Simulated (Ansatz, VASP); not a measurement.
**Two plane-wave programs on TaN**

```xyz
2
Lattice="2.9502 0.0000 0.0000 -1.4751 2.5549 0.0000 0.0000 0.0000 2.8978" Properties=species:S:1:pos:R:3 pbc="T T T"
Ta    0.0522    1.8303    1.8246
N    -0.0522   -0.1270   -0.3757
```

Change from the starting cell: all Ta atoms moved 0.8 Å in one direction; relaxed back.

Alike in both runs: task relaxation of cell and atoms; functional PBE; k mesh 15 × 15 × 12; occupations gaussian, width 0.15 eV; no spin polarisation.

|  | VASP | Ansatz |
| --- | --- | --- |
| version | VASP 6.6.1 | Ansatz 0.2.0 |
| potentials or method | VASP PAW PBE potentials, release 64 (Ta_pv, N), cutoff 600 eV | scalar-relativistic, plane waves, PAW |
| valence electrons in the cell | 16 | 18 |

```tsv
	VASP	Ansatz	Ansatz less VASP
gap on the k mesh at the Fermi level, each at its own relaxed structure (eV)	none	none	-
relaxed volume (Å³/atom)	10.94	10.92	-0.019
relaxed cell length with the largest relative difference (Å)	2.900	2.898	-0.0019
```

A gap of «none» marks a metal or a gap that the smearing closes. VASP's potentials hold 16 valence electrons a cell and Ansatz's 18, so a difference there can come from the potentials and not from the codes.

Neither program's run includes spin-orbit coupling.
